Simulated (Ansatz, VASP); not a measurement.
Two plane-wave programs on Zr2Ir

```xyz
6
Lattice="-3.2147 3.2147 2.7857 3.2147 -3.2147 2.7857 3.2147 3.2147 -2.7857" Properties=species:S:1:pos:R:3 pbc="T T T"
Zr    1.0692    4.2839    0.0000
Zr    2.1455   -1.0692    2.7857
Zr    1.0692    2.1455    2.7857
Zr    2.1455    1.0692    0.0000
Ir    0.0000    0.0000    4.1785
Ir    0.0000    0.0000    1.3928
```

Alike in both runs: functional LDA; k mesh 8 × 8 × 8; occupations fermi-dirac, width 0.15 eV; no spin polarisation.

Ansatz relaxed the structure, and its values are those at the end. VASP's run is a single point on that final structure, the one shown.

|  | VASP | Ansatz |
| --- | --- | --- |
| version | VASP 6.6.1 | Ansatz 0.2.0 |
| potentials or method | VASP PAW LDA potentials, release 64 (Zr_sv, Ir), cutoff 520 eV | scalar-relativistic, plane waves, PAW |
| valence electrons in the cell | 66 | 82 |

|  | VASP | Ansatz | Ansatz less VASP |
| --- | --- | --- | --- |
| gap on the k mesh at the Fermi level (eV) | none | none | - |
| pressure (GPa) | 0.5 | 0.0 | -0.52 |
| rms of the force components (eV/Å) | 0.012 | 0.000 | -0.0125 |

LDA's correlation is that of Perdew and Zunger in VASP and of Perdew and Wang (1992) in Ansatz. A gap of «none» marks a metal or a gap that the smearing closes. VASP's potentials hold 66 valence electrons a cell and Ansatz's 82, so a difference there can come from the potentials and not from the codes.

Neither program's run includes spin-orbit coupling.
